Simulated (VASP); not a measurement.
Here is a VASP 6.6.1 calculation.

File INCAR:

```
SYSTEM = AlC
PREC     = Accurate       ! precision mode
ENCUT    = 600            ! plane-wave cutoff, eV
EDIFF    = 1E-6           ! SCF threshold, eV
ISMEAR   = 0              ! smearing method
SIGMA    = 0.1            ! smearing width, eV
LREAL    = .False.        ! projectors in reciprocal space
LASPH    = .True.         ! aspherical terms in the spheres
NELM     = 120            ! most SCF steps
ALGO     = Normal         ! electronic algorithm
ISIF     = 2              ! what is computed and relaxed
LWAVE    = .False.        ! write WAVECAR
LCHARG   = .False.        ! write CHGCAR
GGA      = PE             ! functional
NBANDS   = 15             ! bands
GGA_COMPAT= .False.
```

KPOINTS

```
Automatic mesh
0
Gamma
  6 6 2
  0 0 0
```

File POSCAR:

```
AlC
1.0
    2.7181084100      0.0000000000      0.0000000000
    0.0000000000      2.7181084100      0.0000000000
    0.0000000000      0.0000000000      7.6126025500
Al C
2 2
Direct
    0.0000000000      0.5000000000      0.8834880000
    0.5000000000      0.0000000000      0.1165120000
    0.0000000000      0.5000000000      0.3732514100
    0.5000000000      0.0000000000      0.6267485900
```

Potentials or basis: VASP PAW PBE potentials, release 64 (Al, C).

Launch:

```bash
$ cat potpaw_PBE.64/Al/POTCAR potpaw_PBE.64/C/POTCAR > POTCAR
$ mpirun -np 1 vasp_std > vasp.out
```

Question: Estimate the largest force.

Answer: 2.698 eV/Å.

Question: Predict the pressure.

Answer: -10.6 GPa.

Stress tensor (GPa, compression positive):
```
 -7.49   0.00   0.00
  0.00  -7.49   0.00
  0.00   0.00 -16.88
```

Caveat: the k points lie up to 0.41 Å⁻¹ apart, too coarse for converged energies and pressures of a metal; forces of over 1 eV/Å act on the atoms, so gaps and moduli don't describe the material at rest.
